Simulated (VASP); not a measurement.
Wanted: the native input for a VASP 6.6.1 run.

* Task: single point
* Functional: LDA
* Potentials or basis: VASP PAW LDA potentials, release 64 (Pd)
* Cutoff: 520 eV
* k mesh: 14 × 14 × 14
* Occupations: fermi-dirac, width 0.1 eV
* Spin: no spin polarisation
* Dipole correction: no
* Further INCAR settings: ALGO = Normal; EDIFF = 1e-06; NBANDS = 11

The structure of Pd lies in POSCAR:

```
Pd
1.0
    2.4698397487      0.0000000000      0.0000000000
    0.0000000000      2.4698397487      0.0000000000
    0.0000000000      0.0000000000      2.4698397487
Pd
1
Direct
    0.0000000000      0.0000000000      0.0000000000
```

This cell differs from its parent crystal: volume scaled by 0.92.

These files were run (other wordings do the same):

INCAR

```
SYSTEM = Pd
ALGO = Normal ; EDIFF = 1E-6
ENCUT = 520 ; GGA = CA
ISIF = 2 ; ISMEAR = -1
LASPH = .TRUE. ; LCHARG = .FALSE.
LREAL = .FALSE. ; LWAVE = .FALSE.
NBANDS = 11 ; NELM = 80
PREC = Accurate ; SIGMA = 0.1
```

KPOINTS

```
k-points
0
G
  14 14 14
  0 0 0
```

Potentials or basis: VASP PAW LDA potentials, release 64 (Pd).

The run is started by

```console
$ cat potpaw_LDA.64/Pd/POTCAR > POTCAR
$ mpirun -np 1 vasp_std > vasp.out
```

It gave:

```json
{
 "Pressure": "17.3 GPa",
 "Band gap on the k mesh": "zero (band 5 reaches 11.21 eV, above the bottom of band 6 at 8.79 eV)"
}
```

Run time: 11 s on 1 thread of Intel Xeon 8259CL, on a shared host, peak memory 0.13 GiB.
